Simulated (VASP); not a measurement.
Runs of VASP 6.6.1 on KBr. The structure is that of space group Fm-3m (No. 225), or close to it. The cells are those of the table. 

```csv
cell,gap on the mesh (eV),pressure (GPa)
"a = 4.761, b = 4.761, c = 4.726 Å, angles 60.2, 60.2, 59.5°, 2 atoms",3.91,(b)
"a = 4.692, b = 4.692, c = 4.586 Å, angles 60.7, 60.7, 58.5°, 2 atoms",(c),-1.4
"a = 4.761, b = 4.761, c = 4.796 Å, angles 59.8, 59.8, 60.5°, 2 atoms",3.87,-2.2
"a = 4.657, b = 4.657, c = 4.586 Å, angles 60.5, 60.5, 59.0°, 2 atoms",(a),-1.3
"a = 4.691, b = 4.691, c = 4.726 Å, angles 59.8, 59.8, 60.5°, 2 atoms",3.98,-1.8
```

Alike in all rows: task single point; level LDA; potentials or basis VASP PAW LDA potentials, release 64 (K_sv, Br); no spin polarisation; k mesh 6 × 6 × 6; cutoff (eV) 520; smearing gaussian 0.05 eV.

Estimate the missing entries.

(a) 4.09; (b) -2.1; (c) 4.05.

A k mesh can miss the band edges, and the runs leave out spin-orbit coupling on Br.
